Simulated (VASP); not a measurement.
Wanted: the native input for a VASP 6.6.1 run.

* Task: single point
* Functional: PBE
* Dispersion: D3(BJ)
* Potentials or basis: VASP PAW PBE potentials, release 64 (Mg, O)
* Cutoff: 520 eV
* k mesh: 1 × 1 × 1
* Occupations: gaussian, width 0.05 eV
* Spin: no spin polarisation
* Dipole correction: no
* Further INCAR settings: LREAL = Auto; ALGO = Normal; EDIFF = 1e-06; NBANDS = 162

The structure of Mg32O31 (a cell with a defect) lies in POSCAR:

```
Mg32O31
1.0
    8.8224000000      0.0000000000      0.0000000000
    0.0000000000      8.8224000000      0.0000000000
    0.0000000000      0.0000000000      8.8224000000
Mg O
32 31
Direct
    0.4983681311      0.0003492247      0.0011187432
    0.7482548966      0.2496842129     -0.0025355912
    0.7498195502      0.0051071137      0.2488021400
   -0.0004386561      0.0047536951     -0.0012997597
    0.2503445774      0.2496754851      0.0016349293
    0.4983680178      0.4990179543      0.0011190832
    0.7455492836      0.7496817193     -0.0055183397
    0.2418302276     -0.0002527657      0.2576508660
    0.4978552321      0.2496819460      0.2491402566
    0.7498198903      0.4942664128      0.2488067873
    0.5007881075      0.0047607227      0.4999158959
    0.7503917301      0.2496875000      0.4994652249
    0.7514383841      0.0008511289      0.7480403292
   -0.0004319686      0.4946106502     -0.0013032735
    0.2510269314      0.7496872733     -0.0147514282
   -0.0028611262      0.2496905604      0.2455999501
    0.2418463230      0.4996122370      0.2576431583
    0.5142402294      0.7496876133      0.2484583560
    0.0038908914      0.0069767864      0.4955917891
    0.2538885111      0.2496878400      0.5023482272
    0.5007878808      0.4946154108      0.4999178228
    0.7393595847      0.7496867066      0.5026468988
    0.2506828074      0.0051041667      0.7496697044
    0.5020198585      0.2496834195      0.7512297107
    0.7514432581      0.4985169568      0.7480411226
   -0.0209787586      0.7496758252      0.2301467855
    0.0038982590      0.4923939064      0.4956036906
    0.2693396355      0.7496916939      0.5204675598
    0.0000213094      0.2496771853      0.7490992247
    0.2506841676      0.4942641458      0.7496736716
    0.5050012468      0.7496843263      0.7539328301
   -0.0031633116      0.7496863665      0.7601284231
    0.7449118154      0.2496953210      0.2483742519
   -0.0066988575      0.4896547425      0.2449614617
   -0.0003930903      0.2496907871      0.4998846119
    0.2501293299      0.2496915805      0.2493601514
    0.4966892229      0.5047458741      0.2506661453
    0.7486309848      0.7496904470      0.2473441467
   -0.0067052049      0.0097419070      0.2449598749
    0.5039725018      0.2496923740      0.4995985219
    0.7511832381      0.5014103872      0.4983214318
    0.7507623776      0.2496964545      0.7487310709
    0.0011711099      0.5014166213      0.7483020493
   -0.0001055268      0.2496947543     -0.0044832472
    0.1692230005      0.7497210510      0.3302656873
    0.4966999909     -0.0053579525      0.2506682989
    0.2545247325      0.4896502086      0.5061901523
    0.5019859675      0.7496936208      0.5004266413
    0.7511895856     -0.0020271128      0.4983238121
    0.2511202167      0.2496931674      0.7545811797
    0.5011131892      0.4999129489      0.7507369877
    0.7490779153      0.7496944142      0.7504134929
    0.0011706565     -0.0020234857      0.7483073767
    0.4988957653      0.2496962278      0.0005996101
    0.7487570276      0.4999156692     -0.0016226877
   -0.0009318326      0.7496987214     -0.0024972797
    0.2545328935      0.0097380531      0.5061963865
    0.2521563293      0.7496997416      0.7508600834
    0.5011198767     -0.0005221935      0.7507393680
    0.2488248096      0.5047489345      0.0027964046
    0.4975862577      0.7496946409      0.0019078709
    0.7487553273     -0.0005235537     -0.0016217809
    0.2488294568     -0.0053562523      0.0027986716
```

These files were run (other wordings do the same):

INCAR

```
SYSTEM = Mg32O31
PREC = Accurate
ENCUT = 520
EDIFF = 1E-6
ISMEAR = 0
SIGMA = 0.05
LREAL = Auto
LASPH = .TRUE.
NELM = 60
ALGO = Normal
ISIF = 2
LWAVE = .FALSE.
LCHARG = .FALSE.
GGA = PE
IVDW = 12
NBANDS = 162
```

KPOINTS

```
regular mesh
0
G
  1 1 1
  0 0 0
```

Potentials or basis: VASP PAW PBE potentials, release 64 (Mg, O).

Command:

```bash
$ cat potpaw_PBE.64/Mg/POTCAR potpaw_PBE.64/O/POTCAR > POTCAR
$ mpirun -np 1 vasp_gam > vasp.out
```

Results of the run:

```
Pressure                   : -14.2 GPa
Largest force              : 2.175 eV/Å
Band gap on the k mesh     : 1.85 eV
Dispersion energy per atom : -0.255 eV
```

Caveat: the k points lie up to 0.71 Å⁻¹ apart.

It took 4.9 min on 1 thread of Intel(R) Xeon(R) Platinum 8488C (Sapphire Rapids), on a shared host, peak memory 0.64 GiB.
